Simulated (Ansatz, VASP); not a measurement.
Al2O3: VASP beside Ansatz

The input INCAR:

```
SYSTEM = Al2O3
ALGO = Normal ; EDIFF = 1E-6
ENCUT = 520 ; ISIF = 2
ISMEAR = 0 ; LASPH = .TRUE.
LCHARG = .TRUE. ; LELF = .TRUE.
LREAL = .FALSE. ; LVHAR = .TRUE.
LWAVE = .FALSE. ; NBANDS = 20
NELM = 100 ; PREC = Accurate
SIGMA = 0.01
```

File KPOINTS:

```
k-points
0
G
  12 12 4
  0 0 0
```

Contents of POSCAR:

```
Al2O3
1.0
    3.0174830000      0.0000000000      0.0000000000
   -1.5087410000      2.6132170000      0.0000000000
    0.0000000000      0.0000000000      7.5746360000
Al O
2 3
Direct
    0.0000000000      0.0000000000      0.2779510000
    0.0000000000      0.0000000000      0.7220490000
    0.3333333333      0.6666666667      0.1994540000
    0.6666666667      0.3333333333      0.8005460000
    0.0000000000      0.0000000000      0.5000000000
```

Input for Ansatz:

```yaml
crystal:
  lattice:
    - [3.017483, 0.0, 0.0]
    - [-1.508741, 2.613217, 0.0]
    - [0.0, 0.0, 7.574636]
  atoms:
    - { symbol: Al, position: [0.0, 0.0, 0.277951] }
    - { symbol: Al, position: [0.0, 0.0, 0.722049] }
    - { symbol: O, position: [0.3333333333333333, 0.6666666666666666, 0.199454] }
    - { symbol: O, position: [0.6666666666666666, 0.3333333333333333, 0.800546] }
    - { symbol: O, position: [0.0, 0.0, 0.5] }
kpoints:
  mp_grid:
    grid: [12, 12, 4]
    shift: [0.0, 0.0, 0.0]
hamiltonian:
  xc: lda
  pseudopotentials:
    kind: paw
scf:
  occupations:
    method: fixed
output:
  forces: true
  stress: true
```

Alike in both runs: task single point; functional LDA; k mesh 12 × 12 × 4; no spin polarisation.

|  | VASP | Ansatz |
| --- | --- | --- |
| version | VASP 6.6.1 | Ansatz 0.2.0 |
| potentials or method | VASP PAW LDA potentials, release 64 (Al, O) | plane waves, PAW |
| plane-wave cutoff (eV) | 520 | 420 |
| occupations | gaussian, width 0.01 eV | fixed |
| valence electrons in the cell | 24 | 24 |

|  | VASP | Ansatz | Ansatz less VASP |
| --- | --- | --- | --- |
| pressure (GPa) | -7.6 | -8.3 | -0.76 |
| traceless stress, the component that is largest in VASP (GPa) | 0.47 | -0.05 | -0.527 |
| rms of the force components (eV/Å) | 0.162 | 0.188 | +0.0256 |

LDA's correlation is that of Perdew and Zunger in VASP and of Perdew and Wang (1992) in Ansatz. Atom by atom the forces differ by 0.045 eV/Å (rms over components).
